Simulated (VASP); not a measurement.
# Ti2C (R-3m) in VASP: a series of runs, part 2 of 2

VASP 6.6.1. Earlier steps stand in the parts before.

### 4 Single point, PBEsol (strain -0.040 along x and y, +0.000 along z)

Input file INCAR:

```
SYSTEM = Ti2C
  PREC = Accurate
  ENCUT = 520
  EDIFF = 1E-7
  ISMEAR = 0
  SIGMA = 0.15
  LREAL = .FALSE.
  LASPH = .TRUE.
  NELM = 100
  ALGO = Normal
  ISIF = 2
  LWAVE = .FALSE.
  LCHARG = .FALSE.
  GGA = PS
  NBANDS = 21
```

Input file KPOINTS:

```
regular mesh
0
G
  18 18 18
  0 0 0
```

Input file POSCAR:

```
Ti2C
1.0
    1.4653474514      0.8460187455      4.7727429385
   -1.4653474514      0.8460187455      4.7727429385
    0.0000000000     -1.6920374911      4.7727429385
Ti C
2 1
Direct
    0.2458180107      0.2458180107      0.2458180107
    0.7541819893      0.7541819893      0.7541819893
    0.5000000000      0.5000000000      0.5000000000
```

Potentials or basis: VASP PAW PBE potentials, release 64 (Ti_sv, C).

Launch:

```sh
$ cat potpaw_PBE.64/Ti_sv/POTCAR potpaw_PBE.64/C/POTCAR > POTCAR
$ mpirun -np 1 vasp_std > vasp.out
```

OUTCAR:

```text
SYSTEM = Ti2C
   PREC = Accurate
   ENCUT = 520
   EDIFF = 1E-7
   ISMEAR = 0
   LREAL = .FALSE.
   LASPH = .TRUE.
   NELM = 100
   ISIF = 2
   GGA = PS

 ion  position               nearest neighbor table
   1  0.246  0.246  0.246-   3 2.04   3 2.04   3 2.04   2 2.83   2 2.83   2 2.83
   2  0.754  0.754  0.754-   3 2.04   3 2.04   3 2.04   1 2.83   1 2.83   1 2.83
   3  0.500  0.500  0.500-   1 2.04   1 2.04   2 2.04   2 2.04   1 2.04   2 2.04

  LATTYP: Found a trigonal (rhomboedric) cell.
 ALAT       =     5.0637995644
 COS(alpha) =     0.8325218295

  Lattice vectors:

 A1 = (   1.4653474514,   0.8460187455,   4.7727429385)
 A2 = (  -1.4653474514,   0.8460187455,   4.7727429385)
 A3 = (   0.0000000000,  -1.6920374911,   4.7727429385)

Analysis of symmetry for initial positions (statically):
=====================================================================
 Subroutine PRICEL returns:
 Original cell was already a primitive cell.

 Routine SETGRP: Setting up the symmetry group for a
 trigonal (rhombohedral) supercell.

 Subroutine GETGRP returns: Found 12 space group operations
 (whereof 12 operations were pure point group operations)
 out of a pool of 12 trial point group operations.

The static configuration has the point symmetry D_3d.

Analysis of symmetry for dynamics (positions and initial velocities):
=====================================================================
 Subroutine PRICEL returns:
 Original cell was already a primitive cell.

 Routine SETGRP: Setting up the symmetry group for a
 trigonal (rhombohedral) supercell.

 Subroutine GETGRP returns: Found 12 space group operations
 (whereof 12 operations were pure point group operations)
 out of a pool of 12 trial point group operations.

The dynamic configuration has the point symmetry D_3d.

[... 115 lines left out ...]
   ISMEAR =     0;   SIGMA  =   0.15  broadening in eV -4-tet -1-fermi 0-gaus
   EFERMI_NEDOS =   21; number of points for ismear=-14 and -15
   IALGO  =     38    algorithm
   IMIX   =      4    mixing-type and parameters
     AMIX     =   0.40;   BMIX     =  1.00
     AMIX_MAG =   1.60;   BMIX_MAG =  1.00
  volume/ion in A,a.u.               =      11.83        79.86
  Fermi-wavevector in a.u.,A,eV,Ry     =   1.512566  2.858334 31.128152  2.287855
  Thomas-Fermi vector in A             =   2.622473
   LORBIT       =      0    0 simple, 1 ext, 2 COOP (PROOUT), +10 PAW based schemes
   GGA     = PS    functional components
   LHFCALC =     F    Hartree Fock is set to
   AEXX    =    0.0000 exact exchange contribution
   IVDW    =     0    specifies the selected vdW correction
   LEPSILON=     F    determine dielectric tensor
   LRPA    =     F    only Hartree local field effects (RPA)
 non-spin polarized calculation
 Gauss-broadening in eV      SIGMA  =   0.15
  energy-cutoff  :      520.00
  volume of cell :       35.50
 maximum number of plane-waves:      1007
 NGX is ok and might be reduce to    40
   NGX = 19   NGY = 19   NGZ = 19

 number of electron      28.0000001 magnetization

 Free energy of the ion-electron system (eV)
  ---------------------------------------------------
  ext. energy  EPLUGINS =         0.00000000
  ---------------------------------------------------
  free energy    TOTEN  =       -28.23170753 eV

  energy without entropy =      -28.21476386  energy(sigma->0) =      -28.22323569

 E-fermi :   9.4339     XC(G=0): -12.5053

 val. band max:        9.4277894958   @ k =  -0.1111   0.3333   0.0556
 cond. band min:       9.4386339839   @ k =   0.4444   0.2222   0.0556
 fundamental gap:      0.0108444882
 Fermi energy:         9.4339465255

 k-point     1 :       0.0000    0.0000    0.0000
  band No.  band energies     occupation
      1     -46.8139      2.00000
      2     -46.6740      2.00000
      3     -23.6201      2.00000
      4     -22.8747      2.00000
      5     -22.8747      2.00000
      6     -22.8535      2.00000
[... 565 lines left out ...]
     20      13.2345      0.00000
     21      14.9742      0.00000

 [... further k-points ...]

------------------------ aborting loop because EDIFF is reached ----------------------------------------

  FORCE on cell =-STRESS in cart. coord.  units (eV):
  Direction    XX          YY          ZZ          XY          YZ          ZX
  --------------------------------------------------------------------------------------
  -------------------------------------------------------------------------------------
  Total        5.0219152      5.0219152      2.7312044      0.0000000     -0.0000000      0.0000000
  in kB      226.6418269    226.6418269    123.2607762      0.0000000     -0.0000000      0.0000000
  external PRESSURE =     192.1814767 kB  Pullay stress =       0.0000000 kB

 VOLUME and BASIS-vectors are now :
 -----------------------------------------------------------------------------
  energy-cutoff  :      520.00
  volume of cell :       35.50
      direct lattice vectors                 reciprocal lattice vectors
     1.465347451  0.846018746  4.772742939     0.341216003  0.197001151  0.069841041
    -1.465347451  0.846018746  4.772742939    -0.341216003  0.197001151  0.069841041
     0.000000000 -1.692037491  4.772742939     0.000000000 -0.394002302  0.069841041

 POSITION                                       TOTAL-FORCE (eV/Angst)
 -----------------------------------------------------------------------------------
      0.00000     -0.00000      3.51968         0.000000     -0.000000      0.871282
      0.00000     -0.00000     10.79855         0.000000      0.000000     -0.871282
      0.00000     -0.00000      7.15911         0.000000     -0.000000      0.000000
 -----------------------------------------------------------------------------------
    total drift:                                0.000000     -0.000000      0.000000

  FREE ENERGIE OF THE ION-ELECTRON SYSTEM (eV)
  ---------------------------------------------------
  free  energy   TOTEN  =       -28.2317075311 eV

  energy  without entropy=      -28.2147638570  energy(sigma->0) =      -28.22323569
```

OSZICAR:

```text
N       E                     dE             d eps       ncg     rms          rms(c)
DAV:   1     0.314854963931E+03    0.31485E+03   -0.14714E+04 24440   0.168E+03
DAV:   2     0.356264220181E+01   -0.31129E+03   -0.30166E+03 25070   0.471E+02
DAV:   3    -0.336451858674E+02   -0.37208E+02   -0.36683E+02 40536   0.141E+02
DAV:   4    -0.359728206320E+02   -0.23276E+01   -0.23232E+01 30725   0.339E+01
DAV:   5    -0.360859471619E+02   -0.11313E+00   -0.11311E+00 34570   0.623E+00    0.241E+01
DAV:   6    -0.283986485037E+02    0.76873E+01   -0.54880E+01 31927   0.627E+01    0.637E+00
DAV:   7    -0.282224186576E+02    0.17623E+00   -0.29945E+00 36589   0.167E+01    0.455E+00
DAV:   8    -0.282278656613E+02   -0.54470E-02   -0.27771E-01 30872   0.419E+00    0.658E-01
DAV:   9    -0.282293593392E+02   -0.14937E-02   -0.40502E-02 37853   0.144E+00    0.571E-01
DAV:  10    -0.282317850315E+02   -0.24257E-02   -0.84268E-03 27501   0.100E+00    0.603E-02
DAV:  11    -0.282317134048E+02    0.71627E-04   -0.76183E-04 37939   0.276E-01    0.602E-02
DAV:  12    -0.282317125532E+02    0.85155E-06   -0.92061E-05 32708   0.934E-02    0.933E-03
DAV:  13    -0.282317074354E+02    0.51178E-05   -0.65350E-06 36615   0.250E-02    0.480E-03
DAV:  14    -0.282317075946E+02   -0.15912E-06   -0.14065E-06 32522   0.135E-02    0.252E-03
DAV:  15    -0.282317075311E+02    0.63458E-07   -0.18096E-07 18395   0.367E-03
   1 F= -.28231708E+02 E0= -.28223236E+02  d E =-.169437E-01
```

stdout:

```text
POSCAR found type information on POSCAR TiC
 POSCAR found :  2 types and       3 ions
 scaLAPACK will be used
 -----------------------------------------------------------------------------
|                                                                             |
|                                                                             |
|     You enforced a specific xc type in the INCAR file but a different       |
|     I HOPE YOU KNOW WHAT YOU ARE DOING!                                     |
|                                                                             |
 -----------------------------------------------------------------------------

 LDA part: xc-table for (Slater+PW92), standard interpolation
 POSCAR, INCAR and KPOINTS ok, starting setup
 FFT: planning ... GRIDC
 FFT: planning ... GRID_SOFT
 FFT: planning ... GRID
 WAVECAR not read
 entering main loop
```

It took 14 min on 1 thread of AMD EPYC 7R13 (Zen 3), shared host; peak memory 0.52 GiB.

What came out:

* Free energy: -28.2317 eV
* Pressure: 19.2 GPa
* Largest force: 0.871 eV/Å
* Band gap on the k mesh: zero (bands 14 and 15 overlap by 1.10 eV)

Forces on the atoms (eV/Å):
```
Ti   0.000  0.000  0.871
Ti   0.000  0.000 -0.871
C    0.000  0.000  0.000
```

Caveat: the cell differs from its parent crystal (strain -0.040 along x and y, +0.000 along z); the stress differs along the axes, from 12 to 23 GPa; the PAW data sets were made with another functional, which shifts forces and pressure a little.

### 5 Summary

```csv
cell,gap on the mesh (eV),pressure (GPa),largest force (eV/Å)
"a = 5.404 Å, angles 30.1°, 3 atoms",none,22.7,0.15
"a = 4.731 Å, angles 37.6°, 3 atoms",none,18.9,1.48
"a = 5.064 Å, angles 33.6°, 3 atoms",none,19.2,0.87
```

Alike in all rows: task single point; level PBEsol; potentials or basis VASP PAW PBE potentials, release 64 (Ti_sv, C); no spin polarisation; k mesh 18 × 18 × 18; cutoff (eV) 520; smearing gaussian 0.15 eV.

Caveats: the PAW data sets were made with another functional, which shifts forces and pressure a little; the stress differs along the axes, from -5 to 37 GPa (at least some runs); the stress differs along the axes, from 13 to 30 GPa (at least some runs); the stress differs along the axes, from 12 to 23 GPa (at least some runs).

Absolute energies hang on the potentials; compare differences alone.
